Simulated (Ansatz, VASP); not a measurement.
One calculation of Sb, two programs

The input INCAR:

```
ALGO = Normal
EDIFF = 1E-6
ENCUT = 520
GGA = CA
ISIF = 2
ISMEAR = 0
LASPH = True
LCHARG = False
LREAL = False
LWAVE = False
NBANDS = 12
NELM = 60
PREC = Accurate
SIGMA = 0.6
```

The input KPOINTS:

```
k-points
0
Gamma
  9 9 9
```

File POSCAR:

```
Sb
1.0
    2.1456002536      1.2387628840      3.6587425366
   -2.1456002536      1.2387628840      3.6587425366
    0.0000000000     -2.4775257680      3.6587425366
Sb
2
Direct
    0.2359371474      0.2359371474      0.2359371474
    0.7640628526      0.7640628526      0.7640628526
```

Input for Ansatz:

```yaml
crystal:
  lattice:
    - [2.1456002536, 1.238762884, 3.6587425366]
    - [-2.1456002536, 1.238762884, 3.6587425366]
    - [0.0, -2.477525768, 3.6587425366]
  atoms:
    - { symbol: Sb, position: [0.2359371474, 0.2359371474, 0.2359371474] }
    - { symbol: Sb, position: [0.7640628526, 0.7640628526, 0.7640628526] }
hamiltonian:
  xc: lda
  pseudopotentials:
    kind: paw
    azcp:
      Sb: "pseudopotentials/Sb.paw.azcp"
basis:
  ecutwfc: 420
  fft_grid_basis: typed
kpoints:
  mp_grid: { grid: [9, 9, 9], shift: [0, 0, 0] }
magnetization:
  spin_polarized: false
scf:
  occupations: { method: gaussian, width: 0.6 }
  lower_state_search: "off"
output:
  stress: true
```

Alike in both runs: task single point; functional LDA; k mesh 9 × 9 × 9; occupations gaussian, width 0.6 eV; no spin polarisation.

|  | VASP | Ansatz |
| --- | --- | --- |
| version | VASP 6.6.1 | Ansatz 0.2.0 |
| potentials or method | VASP PAW LDA potentials, release 64 (Sb), cutoff 520 eV | plane waves (420 eV) with PAW, scalar-relativistic |
| valence electrons in the cell | 10 | 30 |

|  | VASP | Ansatz | Ansatz less VASP |
| --- | --- | --- | --- |
| pressure (GPa) | 0.3 | 0.0 | -0.29 |
| traceless stress, the component that is largest in VASP (GPa) | -0.01 | 0.05 | +0.058 |

Ansatz warns that its potentials were made for another functional, while VASP's fit it. LDA's correlation is that of Perdew and Zunger in VASP and of Perdew and Wang (1992) in Ansatz. VASP's potentials hold 10 valence electrons a cell and Ansatz's 30, so a difference there can come from the potentials and not from the codes.

Spin-orbit coupling is off throughout.
